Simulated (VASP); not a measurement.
Write the native input for VASP 6.6.1 that does the following.

```
Task                   : single point
Functional             : LDA
Potentials or basis    : VASP PAW LDA potentials, release 64 (Li_sv, H)
Cutoff                 : 520 eV
k mesh                 : 3 × 3 × 3
Occupations            : fermi-dirac, width 0.15 eV
Spin                   : no spin polarisation
Dipole correction      : no
Further INCAR settings : LREAL = Auto; ALGO = Normal; EDIFF = 1e-06; NBANDS = 38
```

The structure of Li16H (a cell with a defect) lies in POSCAR:

```
Li16H
1.0
    6.9800000000      0.0000000000      0.0000000000
    0.0000000000      6.9800000000      0.0000000000
    0.0000000000      0.0000000000      6.9800000000
Li H
16 1
Direct
   -0.0006160458      0.0167765043     -0.0003151862
    0.6934097421      0.0054727794      0.1822063037
    0.0563467049      0.4952722063     -0.0162464183
   -0.0420773639      0.0299140401      0.6027650430
    0.2124641834      0.2580659026      0.2702292264
    0.5226647564      0.5481088825      0.0426217765
    0.5124785100      0.0099426934      0.5378653295
    0.8173495702      0.3511891117      0.1480802292
   -0.0046848138      0.3818051576      0.5285959885
    0.2437249284      0.8156590258      0.2023209169
    0.3603581662      0.1612607450      0.8524641834
    0.4876074499      0.3940401146      0.5530945559
    0.7534240688      0.6776934097      0.3244842407
    0.7609885387      0.2930659026      0.7858022923
    0.1974641834      0.6588252149      0.6499713467
    0.7109455587      0.7568767908      0.8170773639
    0.5569914040     -0.3729369628      0.2812320917
```

The input as run:

INCAR

```
PREC = Accurate
ENCUT = 520
EDIFF = 1E-6
ISMEAR = -1
SIGMA = 0.15
LREAL = Auto
LASPH = T
NELM = 80
ALGO = Normal
ISIF = 2
LWAVE = F
LCHARG = F
GGA = CA
NBANDS = 38
```

KPOINTS

```
regular mesh
0
Gamma
  3 3 3
```

Potentials or basis: VASP PAW LDA potentials, release 64 (Li_sv, H).

Run with:

```sh
$ cat potpaw_LDA.64/Li_sv/POTCAR potpaw_LDA.64/H/POTCAR > POTCAR
$ mpirun -np 1 vasp_std > vasp.out
```

It gave:

The largest force is 2.093 eV/Å.

Wall time 4 min on 1 thread of Oxide Virtual Turin-like Processor, on a shared host, peak memory 0.31 GiB.
